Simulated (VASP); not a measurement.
Write the native input for VASP 6.6.1 that does the following.

```yaml
Task: single point
Functional: PBE
Potentials_or_basis: VASP PAW PBE potentials, release 64 (Mg)
Cutoff: 520 eV
k_mesh: 18 × 18 × 10
Occupations: gaussian, width 0.15 eV
Spin: no spin polarisation
Dipole_correction: no
Further_INCAR_settings: ALGO = Fast; EDIFF = 1e-07; NBANDS = 9
```

The structure of Mg lies in POSCAR:

```
Mg
1.0
    3.2092715325      0.0000000000      0.0000000000
   -1.6046357662      2.7793106748      0.0000000000
    0.0000000000      0.0000000000      5.2103300000
Mg
2
Direct
    0.2290708806      0.5903412539      0.2212110365
    0.6666666667      0.3333333333      0.7500000000
```

This cell differs from its parent crystal: atom 1 (Mg) moved by (-0.300, -0.150) A along [1 1 0] and z.

The input as run:

INCAR

```
ALGO = Fast ; EDIFF = 1E-7
ENCUT = 520 ; GGA = PE
ISIF = 2 ; ISMEAR = 0
LASPH = T ; LCHARG = T
LELF = T ; LREAL = F
LVHAR = T ; LWAVE = F
NBANDS = 9 ; NELM = 100
PREC = Accurate ; SIGMA = 0.15
```

KPOINTS

```
k-points
0
Gamma
  18 18 10
```

Potentials or basis: VASP PAW PBE potentials, release 64 (Mg).

Command:

```sh
$ cat potpaw_PBE.64/Mg/POTCAR > POTCAR
$ mpirun -np 1 vasp_std > vasp.out
```

Results of the run:

* Pressure: 0.0 GPa
* Largest force: 0.499 eV/Å
* Band gap on the k mesh: zero (bands 2 and 3 overlap by 2.24 eV)

Caveat: the cell differs from its parent crystal (atom 1 (Mg) moved by (-0.300, -0.150) A along [1 1 0] and z).

It took 8.9 min on 1 thread of Intel Xeon 8259CL (shared host), peak memory 0.68 GiB.
